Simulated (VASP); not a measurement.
# Hf2S (P6_3/mmc) in VASP: vibrations by perturbation theory with LDA

Aim: the vibrations by perturbation theory of Hf2S with LDA.

Everything below comes from runs of VASP 6.6.1. Logs are shortened: lines on timing, memory, paths and dates and some standing lists are left out, and cuts for length are marked.

## (1) The cell of the first run

It takes space group P6_3/mmc (No. 194, hexagonal). Conventional cell: a = 3.313 Å, b = 3.313 Å, c = 11.606 Å, α = 90.00°, β = 90.00°, γ = 120.00°. Within 3.5 Å of Hf (site symmetry 3m) lie 3 S at 2.58 Å and 10 Hf at 3.03 to 3.45 Å. S (site symmetry -6m2) has 6 Hf at 2.58 Å and 6 S at 3.31 Å within 3.4 Å.

## (2) Vibrations by perturbation theory, LDA

The input, INCAR:

```
PREC     = Accurate       # precision mode
ENCUT    = 500            # plane-wave cutoff, eV
EDIFF    = 1E-8           # SCF threshold, eV
ISMEAR   = -1             # smearing method
SIGMA    = 0.15           # smearing width, eV
LREAL    = False          # projectors in reciprocal space
LASPH    = True           # aspherical terms in the spheres
NELM     = 120            # most SCF steps
ALGO     = Normal         # electronic algorithm
ISIF     = 2              # what is computed and relaxed
LWAVE    = False          # write WAVECAR
LCHARG   = False          # write CHGCAR
IBRION   = 8              # ionic algorithm
NSW      = 1              # ionic steps
GGA_COMPAT= False        
KPAR     = 4
```

The input, KPOINTS:

```
regular mesh
0
Gamma
  12 12 4
```

The input, POSCAR:

```
Hf2S
1.0
    3.3128261875      0.0000000000      0.0000000000
   -1.6564130938      2.8689916366      0.0000000000
    0.0000000000      0.0000000000     11.6063249086
Hf S
4 2
Direct
    0.6666666667      0.3333333333      0.8988305120
    0.3333333333      0.6666666667      0.3988305120
    0.6666666667      0.3333333333      0.6011694880
    0.3333333333      0.6666666667      0.1011694880
    0.0000000000      0.0000000000      0.7500000000
    0.0000000000      0.0000000000      0.2500000000
```

Potentials or basis: VASP PAW LDA potentials, release 64 (Hf_pv, S).

Launch:

```
$ cat potpaw_LDA.64/Hf_pv/POTCAR potpaw_LDA.64/S/POTCAR > POTCAR
$ mpirun -np 4 vasp_std > vasp.out
```

OUTCAR:

```text
PREC = Accurate
   ENCUT = 500
   EDIFF = 1E-8
   ISMEAR = -1
   LREAL = False
   LASPH = True
   NELM = 120
   ISIF = 2
   IBRION = 8
   NSW = 1

 ion  position               nearest neighbor table
   1  0.667  0.333  0.899-   5 2.58   5 2.58   5 2.58   4 3.03   4 3.03   4 3.03   3 3.45
   2  0.333  0.667  0.399-   6 2.58   6 2.58   6 2.58   3 3.03   3 3.03   3 3.03   4 3.45
   3  0.667  0.333  0.601-   5 2.58   5 2.58   5 2.58   2 3.03   2 3.03   2 3.03   1 3.45
   4  0.333  0.667  0.101-   6 2.58   6 2.58   6 2.58   1 3.03   1 3.03   1 3.03   2 3.45
   5  0.000  0.000  0.750-   1 2.58   3 2.58   1 2.58   3 2.58   1 2.58   3 2.58
   6  0.000  0.000  0.250-   2 2.58   4 2.58   2 2.58   4 2.58   2 2.58   4 2.58

  LATTYP: Found a hexagonal cell.
 ALAT       =     3.3128261875
 C/A-ratio  =     3.5034512080

  Lattice vectors:

 A1 = (   3.3128261875,   0.0000000000,   0.0000000000)
 A2 = (  -1.6564130938,   2.8689916366,   0.0000000000)
 A3 = (   0.0000000000,   0.0000000000,  11.6063249086)

Analysis of symmetry for initial positions (statically):
=====================================================================
 Subroutine PRICEL returns:
 Original cell was already a primitive cell.

 Routine SETGRP: Setting up the symmetry group for a
 hexagonal supercell.

 Subroutine GETGRP returns: Found 24 space group operations
 (whereof 12 operations were pure point group operations)
 out of a pool of 24 trial point group operations.

The static configuration has the point symmetry D_3d.
 The point group associated with its full space group is D_6h.

Analysis of symmetry for dynamics (positions and initial velocities):
=====================================================================
 Subroutine PRICEL returns:
 Original cell was already a primitive cell.

 Routine SETGRP: Setting up the symmetry group for a
 hexagonal supercell.

 Subroutine GETGRP returns: Found 24 space group operations
 (whereof 12 operations were pure point group operations)
 out of a pool of 24 trial point group operations.

The dynamic configuration has the point symmetry D_3d.
 The point group associated with its full space group is D_6h.

 Subroutine INISYM returns: Found 24 space group operations
 (whereof 12 operations are pure point group operations),
 and found     1 'primitive' translations

----------------------------------------------------------------------------------------

                                     Primitive cell

  volume of cell :     110.3120
[... 987 lines left out ...]
    -1.656413094  2.868991637  0.000000000     0.000000000  0.348554519  0.000000000
     0.000000000  0.000000000 11.606324909     0.000000000  0.000000000  0.086159918

 POSITION                                       TOTAL-FORCE (eV/Angst)
 -----------------------------------------------------------------------------------
      1.65641      0.95633     10.43212        -0.000000     -0.000000     -0.032188
     -0.00000      1.91266      4.62896        -0.000000      0.000000     -0.032188
      1.65641      0.95633      6.97737         0.000000     -0.000000      0.032188
     -0.00000      1.91266      1.17421         0.000000      0.000000      0.032188
      0.00000      0.00000      8.70474        -0.000000      0.000000     -0.000000
      0.00000      0.00000      2.90158         0.000000      0.000000     -0.000000
 -----------------------------------------------------------------------------------
    total drift:                                0.000000     -0.000000      0.000000

  FREE ENERGIE OF THE ION-ELECTRON SYSTEM (eV)
  ---------------------------------------------------
  free  energy   TOTEN  =       -59.0821020217 eV

  energy  without entropy=      -58.8777771820  energy(sigma->0) =      -58.97993960

[... ionic steps 2 to 15 ...]

--------------------------------------- Ionic step       16  -------------------------------------------

------------------------ aborting loop because EDIFF is reached ----------------------------------------

[... ionic steps 17 to 17 ...]

--------------------------------------- Ionic step       18  -------------------------------------------

 Free energy of the ion-electron system (eV)
  ---------------------------------------------------
  ---------------------------------------------------
  free energy    TOTEN  =        -0.14627399 eV

  energy without entropy =       -0.14627399

------------------------ aborting loop because EDIFF is reached ----------------------------------------

 INTERNAL STRAIN TENSOR  FOR ION    5  DIRECTION 3   (eV/Angst):
 -----------------------------------------------------------------------------
     0.00132 -0.00000  0.00000
    -0.00000  0.00132 -0.00000
     0.00000  0.00000  0.00149

 INTERNAL STRAIN TENSOR FOR ION    6 for displacements in x,y,z  (eV/Angst):
          X           Y           Z          XY          YZ          ZX
  --------------------------------------------------------------------------------
  x     0.00000    -0.00000    -0.00000    -6.03705     0.00000     0.00000
  y    -6.03705     6.03705     0.00000    -0.00000     0.00000     0.00000
  z    -0.00000    -0.00000     0.00000    -0.00000     0.00000     0.00000

 SECOND DERIVATIVES (NOT SYMMETRIZED)
 ------------------------------------
               1X          1Y          1Z          2X          2Y          2Z          3X          3Y          3Z          4X          4Y          4Z          5X          5Y          5Z          6X          6Y          6Z
  1X    -5.998608    0.000000   -0.000000   -0.162314    0.000000   -0.000000    0.414941   -0.000000    0.000000    1.556833   -0.000000    0.000000    3.898043   -0.000000    0.000000    0.291105   -0.000000    0.000000
  1Y     0.000000   -5.998608   -0.000000    0.000000   -0.162314    0.000000   -0.000000    0.414941   -0.000000   -0.000000    1.556833    0.000000   -0.000000    3.898043    0.000000   -0.000000    0.291105   -0.000000
  1Z    -0.000000   -0.000000  -11.855825    0.000000    0.000000    1.209918    0.000000   -0.000000    0.479726    0.000000    0.000000    4.176519    0.000000   -0.000000    5.437000    0.000000    0.000000    0.552662
  2X    -0.162314    0.000000    0.000000   -5.998608    0.000000    0.000000    1.556833   -0.000000   -0.000000    0.414941   -0.000000    0.000000    0.291105   -0.000000    0.000000    3.898043   -0.000000    0.000000
  2Y     0.000000   -0.162314   -0.000000    0.000000   -5.998608   -0.000000   -0.000000    1.556833    0.000000   -0.000000    0.414941    0.000000   -0.000000    0.291105   -0.000000   -0.000000    3.898043   -0.000000
  2Z     0.000000    0.000000    1.209918    0.000000   -0.000000  -11.855825   -0.000000    0.000000    4.176519    0.000000    0.000000    0.479726   -0.000000    0.000000    0.552662   -0.000000    0.000000    5.437000
  3X     0.414941   -0.000000    0.000000    1.556833   -0.000000   -0.000000   -5.998608    0.000000    0.000000   -0.162314    0.000000    0.000000    3.898043   -0.000000    0.000000    0.291105   -0.000000    0.000000
  3Y    -0.000000    0.414941    0.000000   -0.000000    1.556833    0.000000    0.000000   -5.998608   -0.000000    0.000000   -0.162314   -0.000000   -0.000000    3.898043   -0.000000   -0.000000    0.291105   -0.000000
  3Z     0.000000    0.000000    0.479726   -0.000000    0.000000    4.176519    0.000000   -0.000000  -11.855825    0.000000    0.000000    1.209918   -0.000000    0.000000    5.437000   -0.000000    0.000000    0.552662
  4X     1.556833   -0.000000    0.000000    0.414941   -0.000000    0.000000   -0.162314    0.000000   -0.000000   -5.998608    0.000000   -0.000000    0.291105   -0.000000    0.000000    3.898043   -0.000000    0.000000
  4Y    -0.000000    1.556833    0.000000   -0.000000    0.414941   -0.000000    0.000000   -0.162314    0.000000    0.000000   -5.998608   -0.000000   -0.000000    0.291105   -0.000000   -0.000000    3.898043    0.000000
  4Z     0.000000    0.000000    4.176519    0.000000   -0.000000    0.479726    0.000000    0.000000    1.209918   -0.000000   -0.000000  -11.855825    0.000000    0.000000    0.552662    0.000000   -0.000000    5.437000
  5X     3.895259   -0.000000    0.000000    0.289368   -0.000000    0.000000    3.895259   -0.000000   -0.000000    0.289368   -0.000000   -0.000000   -8.207602    0.000000    0.000000   -0.161652    0.000000    0.000000
  5Y    -0.000000    3.895259   -0.000000   -0.000000    0.289368   -0.000000   -0.000000    3.895259    0.000000   -0.000000    0.289368    0.000000    0.000000   -8.207602    0.000000    0.000000   -0.161652    0.000000
  5Z    -0.000000    0.000000    5.435777    0.000000    0.000000    0.550809    0.000000    0.000000    5.435777   -0.000000    0.000000    0.550809    0.000000   -0.000000  -12.040233    0.000000    0.000000    0.067060
  6X     0.289368   -0.000000   -0.000000    3.895259   -0.000000   -0.000000    0.289368   -0.000000    0.000000    3.895259   -0.000000    0.000000   -0.161652    0.000000    0.000000   -8.207602    0.000000    0.000000
  6Y    -0.000000    0.289368    0.000000   -0.000000    3.895259    0.000000   -0.000000    0.289368   -0.000000   -0.000000    3.895259   -0.000000    0.000000   -0.161652    0.000000    0.000000   -8.207602    0.000000
  6Z    -0.000000    0.000000    0.550809    0.000000    0.000000    5.435777    0.000000    0.000000    0.550809   -0.000000    0.000000    5.435777    0.000000    0.000000    0.067060    0.000000   -0.000000  -12.040233

 Eigenvectors and eigenvalues of the dynamical matrix
 ----------------------------------------------------

   1 f  =    9.972882 THz    62.661466 2PiTHz  332.659536 cm-1    41.244507 meV
             X         Y         Z           dx          dy          dz
      1.656413  0.956331 10.432119     0.000000    0.000000   -0.143580
     -0.000000  1.912661  4.628957     0.000000    0.000000   -0.143580
      1.656413  0.956331  6.977368     0.000000    0.000000   -0.143580
     -0.000000  1.912661  1.174206     0.000000    0.000000   -0.143580
      0.000000  0.000000  8.704744    -0.000000   -0.000000    0.677325
      0.000000  0.000000  2.901581    -0.000000   -0.000000    0.677325
[... 145 lines left out ...]
  18 f/i=    0.001239 THz     0.007783 2PiTHz    0.041317 cm-1     0.005123 meV
             X         Y         Z           dx          dy          dz
      1.656413  0.956331 10.432119    -0.356830    0.319447   -0.000000
     -0.000000  1.912661  4.628957    -0.356830    0.319447   -0.000000
      1.656413  0.956331  6.977368    -0.356830    0.319447   -0.000000
     -0.000000  1.912661  1.174206    -0.356830    0.319447   -0.000000
      0.000000  0.000000  8.704744    -0.151325    0.135472   -0.000000
      0.000000  0.000000  2.901581    -0.151325    0.135472   -0.000000

--------------------------------------------------------------------------------------------------------

 ELASTIC MODULI CONTR FROM IONIC RELAXATION (kBar)
 Direction    XX          YY          ZZ          XY          YZ          ZX
 --------------------------------------------------------------------------------
 XX        -288.2579    261.1581     11.9156      0.0000     -0.0000      0.0000
 YY         261.1581   -288.2579     11.9156      0.0000      0.0000     -0.0000
 ZZ          11.9156     11.9156    -10.4784     -0.0000     -0.0000     -0.0000
 XY           0.0000      0.0000     -0.0000   -274.7080     -0.0000      0.0000
 YZ          -0.0000      0.0000     -0.0000     -0.0000    -39.4049      0.0000
 ZX           0.0000     -0.0000     -0.0000      0.0000      0.0000    -83.5383
 --------------------------------------------------------------------------------
```

It took 41 min on 4 MPI ranks of Intel Xeon Platinum 8488C (Sapphire Rapids), shared host; peak memory 1.6 GiB.

Results:

```
Highest phonon frequency at Γ, LO-TO splitting left out : 333 cm⁻¹
```

Phonon frequencies in cm⁻¹ (negative: imaginary):
```
              q point                                                    frequencies
(0.000, 0.000, 0.000)  0 0 0 73 73 85 85 111 111 119 135 153 271 271 278 278 332 333
```

Caveat: spin-orbit coupling is left out, which moves the levels of the heavy elements.
